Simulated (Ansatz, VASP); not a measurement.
## Two plane-wave programs on FeO

The input INCAR:

```
SYSTEM = FeO
ALGO = Fast
EDIFF = 1E-6
ENCUT = 520
GGA = PS
ISIF = 2
ISMEAR = 0
ISPIN = 2
LASPH = .True.
LCHARG = .False.
LMAXMIX = 4
LORBIT = 11
LREAL = .False.
LWAVE = .False.
MAGMOM = 3.79 0.36
NBANDS = 18
NELM = 150
PREC = Accurate
SIGMA = 0.15
```

Contents of KPOINTS:

```
k-points
0
Gamma
  18 18 18
  0 0 0
```

POSCAR

```
FeO
1.0
    1.5176813758      0.8762337509      2.5157933572
   -1.5176813758      0.8762337509      2.5157933572
    0.0000000000     -1.7524675018      2.5157933572
Fe O
1 1
Direct
    0.0000000000      0.0000000000      0.0000000000
    0.4740297403      0.4740297403      0.7308105362
```

Input for Ansatz:

```yaml
crystal:
  lattice:
    - [1.5176813758, 0.8762337509, 2.5157933572]
    - [-1.5176813758, 0.8762337509, 2.5157933572]
    - [0.0, -1.7524675018, 2.5157933572]
  atoms:
    - { symbol: Fe, position: [0.0, 0.0, 0.0], spin: 3.79 }
    - { symbol: O, position: [0.4740297403, 0.4740297403, 0.7308105362], spin: 0.36 }
basis:
  ecutwfc: 420
kpoints:
  mp_grid: { grid: [18, 18, 18] }
hamiltonian:
  xc: pbesol
scf:
  occupations: { method: gaussian, width: 0.15 }
output:
  forces: true
  stress: true
  eigenvalues: true
  populations: true
magnetization:
  spin_polarized: true
```

Alike in both runs: task single point; functional PBEsol; k mesh 18 × 18 × 18; occupations gaussian, width 0.15 eV; collinear spin.

|  | VASP | Ansatz |
| --- | --- | --- |
| version | VASP 6.6.1 | Ansatz 0.2.0 |
| potentials or method | VASP PAW PBE potentials, release 64 (Fe, O), cutoff 520 eV | scalar-relativistic, plane waves, PAW |
| valence electrons in the cell | 14 | 22 |

```tsv
	VASP	Ansatz	Ansatz less VASP
gap on the k mesh at the Fermi level (eV)	none	none	-
pressure (GPa)	21.8	20.4	-1.46
traceless stress, the component that is largest in VASP (GPa)	32.70	30.84	-1.856
rms of the force components (eV/Å)	1.558	1.454	-0.1035
net moment per atom (μB)	1.85	1.85	+0.005
size of the moment on the site where the two differ most (μB)	3.28	2.83	-0.444
```

VASP's potentials were made for PBE, not for PBEsol. Site moments also hang on the region over which each program counts them. Atom by atom the forces differ by 0.103 eV/Å (rms over components). A gap of «none» marks a metal or a gap that the smearing closes. VASP's potentials hold 14 valence electrons a cell and Ansatz's 22, so a difference there can come from the potentials and not from the codes.
